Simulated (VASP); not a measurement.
Crystal: C.

```
C
1.0
     0.00000    1.78577    1.78577
     1.78577    0.00000    1.78577
     1.78577    1.78577    0.00000
C
2
Direct
  0.00000 0.00000 0.00000
  0.25000 0.25000 0.25000
```

Base run:

* Program: VASP 6.6.1
* Functional: PBE
* Potentials or basis: VASP PAW PBE potentials, release 64 (C)
* Cutoff: 600 eV
* k mesh: 10 × 10 × 10
* Occupations: gaussian, width 0.05 eV
* Spin: no spin polarisation

Its results: band gap on the k mesh 4.16 eV, indirect (least direct gap 5.58 eV); pressure 0.0 GPa.

Problem. The run is repeated on the same cell with these changes: functional from PBE to r2SCAN; cutoff from 600 eV to 660 eV; k mesh from 10 × 10 × 10 to 12 × 12 × 12. What comes out?

Solution. Band gap on the k mesh 4.33 eV, indirect (least direct gap 5.82 eV); pressure -4.1 GPa.

Several settings changed at once, so the effect can't be laid on one alone.

Caveats: the PAW data sets were made with another functional, which shifts forces and pressure a little (some runs).

A k mesh can miss the band edges.
